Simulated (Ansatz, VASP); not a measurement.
**One calculation of Al2P3, two programs**

```
Al P
1.0
     0.00000   -3.35608    0.00000
    -6.71216    0.00000    0.00000
     0.00000    0.00000   -7.38966
Al P
4 6
Direct
  0.00000 0.00000 0.28891
  0.00000 0.50000 0.28891
  0.00000 0.00000 0.71109
  0.00000 0.50000 0.71109
  0.50000 0.75000 0.16046
  0.50000 0.25000 0.16046
  0.50000 0.75000 0.83954
  0.50000 0.25000 0.83954
  0.50000 0.75000 0.50000
  0.50000 0.25000 0.50000
```

Alike in both runs: task single point; functional PBE; k mesh 6 × 4 × 4; occupations gaussian, width 0.2 eV; no spin polarisation.

```csv
,VASP,Ansatz
version,VASP 6.6.1,Ansatz 0.2.0
potentials or method,"VASP PAW PBE potentials, release 64 (Al, P), cutoff 520 eV","scalar-relativistic, plane waves, PAW"
valence electrons in the cell,42,42
```

|  | VASP | Ansatz | Ansatz less VASP |
| --- | --- | --- | --- |
| gap on the k mesh at the Fermi level (eV) | none | none | - |
| pressure (GPa) | 0.1 | 0.2 | +0.11 |
| traceless stress, the component that is largest in VASP (GPa) | 1.41 | 1.48 | +0.064 |
| rms of the force components (eV/Å) | 0.052 | 0.053 | +0.0002 |

Atom by atom the forces differ by 0.000 eV/Å (rms over components). A gap of «none» marks a metal or a gap that the smearing closes. With one functional, cell and mesh, what is left measures potentials, basis and numerics.
